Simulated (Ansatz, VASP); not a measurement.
**Hf2S in VASP and in Ansatz**

Contents of INCAR:

```
SYSTEM = Hf2S
ALGO = Normal
EDIFF = 1E-6
ENCUT = 520
GGA = PS
ISIF = 2
ISMEAR = 0
LASPH = .True.
LCHARG = .True.
LELF = .True.
LREAL = .False.
LVHAR = .True.
LWAVE = .False.
NBANDS = 35
NELM = 80
PREC = Accurate
SIGMA = 0.5
```

KPOINTS

```
k-points
0
Gamma
  12 12 4
  0 0 0
```

POSCAR

```
Hf2S
1.0
    3.3742737662      0.0000000000      0.0000000000
   -1.6871368831      2.9222068008      0.0000000000
    0.0000000000      0.0000000000     11.7174070300
Hf S
4 2
Direct
    0.6666666667      0.3333333333      0.8998116400
    0.3333333333      0.6666666667      0.3998116400
    0.6666666667      0.3333333333      0.6001883600
    0.3333333333      0.6666666667      0.1001883600
    0.0000000000      0.0000000000      0.7500000000
    0.0000000000      0.0000000000      0.2500000000
```

Input for Ansatz:

```yaml
crystal:
  lattice:
    - [3.3742737662, 0.0, 0.0]
    - [-1.6871368831, 2.9222068008, 0.0]
    - [0.0, 0.0, 11.71740703]
  atoms:
    - { symbol: Hf, position: [0.6666666667, 0.3333333333, 0.89981164] }
    - { symbol: Hf, position: [0.3333333333, 0.6666666667, 0.39981164] }
    - { symbol: Hf, position: [0.6666666667, 0.3333333333, 0.60018836] }
    - { symbol: Hf, position: [0.3333333333, 0.6666666667, 0.10018836] }
    - { symbol: S, position: [0.0, 0.0, 0.75] }
    - { symbol: S, position: [0.0, 0.0, 0.25] }
basis:
  ecutwfc: 420
kpoints:
  mp_grid: { grid: [12, 12, 4] }
hamiltonian:
  xc: pbesol
scf:
  occupations: { method: gaussian, width: 0.5 }
output:
  forces: true
  stress: true
  eigenvalues: true
```

Alike in both runs: task single point; functional PBEsol; k mesh 12 × 12 × 4; occupations gaussian, width 0.5 eV; no spin polarisation.

|  | VASP | Ansatz |
| --- | --- | --- |
| version | VASP 6.6.1 | Ansatz 0.2.0 |
| potentials or method | VASP PAW PBE potentials, release 64 (Hf_pv, S), cutoff 520 eV | scalar-relativistic, plane waves, PAW |
| valence electrons in the cell | 52 | 116 |

```tsv
	VASP	Ansatz	Ansatz less VASP
gap on the k mesh at the Fermi level (eV)	none	none	-
pressure (GPa)	-3.1	-2.6	+0.45
traceless stress, the component that is largest in VASP (GPa)	1.08	1.07	-0.006
rms of the force components (eV/Å)	0.120	0.119	-0.0015
```

VASP's potentials were made for PBE, not for PBEsol. Atom by atom the forces differ by 0.001 eV/Å (rms over components). A gap of «none» marks a metal or a gap that the smearing closes. VASP's potentials hold 52 valence electrons a cell and Ansatz's 116, so a difference there can come from the potentials and not from the codes.

Spin-orbit coupling is off throughout.
